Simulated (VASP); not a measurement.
Runs of VASP 6.6.1 on CdF2. The structure is that of space group Fm-3m (No. 225), or close to it. The cells are those of the table. 

| cell | gap on the mesh (eV) | pressure (GPa) |
| --- | --- | --- |
| a = 3.791, b = 3.829, c = 3.810 Å, angles 59.5, 60.5, 60.0°, 3 atoms | 2.89 | 0.5 |
| a = 3.781, b = 3.839, c = 3.810 Å, angles 59.3, 60.7, 60.0°, 3 atoms | 2.87 | 0.5 |
| a = 3.848, b = 3.772, c = 3.811 Å, angles 61.0, 59.0, 60.0°, 3 atoms | (b) | (a) |
| a = 3.800, b = 3.819, c = 3.810 Å, angles 59.8, 60.2, 60.0°, 3 atoms | 2.90 | 0.5 |

Alike in all rows: task single point; level PBEsol; potentials or basis VASP PAW PBE potentials, release 64 (Cd, F); no spin polarisation; k mesh 8 × 8 × 8; cutoff (eV) 520; smearing gaussian 0.05 eV.

Q: Fill in the values left out.

A: (a) 0.6; (b) 2.86.

Caveats: the PAW data sets were made with another functional, which shifts forces and pressure a little.

A k mesh can miss the band edges, and the runs leave out spin-orbit coupling on Cd.
